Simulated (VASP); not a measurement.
A run of VASP 6.6.1:

Contents of INCAR:

```
SYSTEM = Al16Cu
PREC = Accurate
ENCUT = 520
EDIFF = 1E-6
ISMEAR = 0
SIGMA = 0.1
LREAL = Auto
LASPH = .True.
NELM = 80
ALGO = Normal
ISIF = 2
LWAVE = .False.
LCHARG = .False.
LDIPOL = .True.
IDIPOL = 3
DIPOL = 0.5 0.5 0.301
GGA = PE
IVDW = 12
NBANDS = 44
```

File KPOINTS:

```
regular mesh
0
Gamma
  5 4 1
  0 0 0
```

Contents of POSCAR:

```
Al16Cu
1.0
    5.6314608543      0.0000000000      0.0000000000
    0.0000000000      7.9640883162      0.0000000000
    0.0000000000      0.0000000000     21.3288851192
Al Cu
16 1
Direct
    0.2500000000      0.2500000000      0.1875391038
    0.2500000000      0.7500000000      0.1875391038
    0.7500000000      0.2500000000      0.1875391038
    0.7500000000      0.7500000000      0.1875391038
    0.0000000000      0.0000000000      0.2535465489
    0.0000000000      0.5000000000      0.2535465489
    0.5000000000      0.0000000000      0.2535465489
    0.5000000000      0.5000000000      0.2535465489
    0.2500000000      0.2500000000      0.3225569796
    0.2500000000      0.7500000000      0.3225569796
    0.7500000000      0.2500000000      0.3225569796
    0.7500000000      0.7500000000      0.3225569796
    0.0000000000      0.0000000000      0.3858094351
    0.0000000000      0.5000000000      0.3858094351
    0.5000000000      0.0000000000      0.3858094351
    0.5000000000      0.5000000000      0.3858094351
    0.2500000000      0.0000000000      0.5170868078
```

Potentials or basis: VASP PAW PBE potentials, release 64 (Al, Cu).

Launch:

```bash
$ cat potpaw_PBE.64/Al/POTCAR potpaw_PBE.64/Cu/POTCAR > POTCAR
$ mpirun -np 1 vasp_std > vasp.out
```

Hardware: 1 thread of AMD EPYC 9R45 96-Core Processor (Zen 5), with other jobs on the host.

How long does it take, and how much memory?

Wall time 7.7 min on 1 thread of AMD EPYC 9R45 96-Core Processor (Zen 5), on a shared host, peak memory 0.85 GiB. Counts: scf iterations 33, k points 9.
